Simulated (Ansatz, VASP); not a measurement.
**Nb2Cl3 in VASP and in Ansatz**

```
CELL_PARAMETERS angstrom
3.43057 1.98064 5.04823
-3.43057 1.98064 5.04823
0.00000 -3.96128 5.04823
ATOMIC_POSITIONS crystal
Nb 0.82912 0.82912 0.82912
Nb 0.67088 0.67088 0.67088
Nb 0.17088 0.17088 0.17088
Nb 0.32912 0.32912 0.32912
Cl 0.09178 0.40822 0.75000
Cl 0.75000 0.09178 0.40822
Cl 0.40822 0.75000 0.09178
Cl 0.90822 0.59178 0.25000
Cl 0.25000 0.90822 0.59178
Cl 0.59178 0.25000 0.90822
```

Alike in both runs: functional PBE; k mesh 3 × 3 × 3; occupations gaussian, width 0.1 eV; collinear spin.

Ansatz relaxed the structure, and its values are those at the end. VASP's run is a single point on that final structure, the one shown.

|  | VASP | Ansatz |
| --- | --- | --- |
| version | VASP 6.6.1 | Ansatz 0.2.0 |
| potentials or method | VASP PAW PBE potentials, release 64 (Nb_sv, Cl), cutoff 520 eV | scalar-relativistic, plane waves, PAW |
| valence electrons in the cell | 94 | 94 |

Ansatz gave:

| Quantity | Value |
| --- | --- |
| gap on the k mesh at the Fermi level (eV) | none |
| pressure (GPa) | 0.0 |
| rms of the force components (eV/Å) | 0.011 |
| net moment per atom (μB) | 0.00 |

Task: What did VASP give for the same quantities?

Result: gap on the k mesh at the Fermi level (eV): none; pressure (GPa): -0.1; rms of the force components (eV/Å): 0.007; net moment per atom (μB): 0.00.

A gap of «none» marks a metal or a gap that the smearing closes. Ansatz's warnings: seeded moment not kept.

The k mesh is coarse, so the values compare programs but aren't converged.
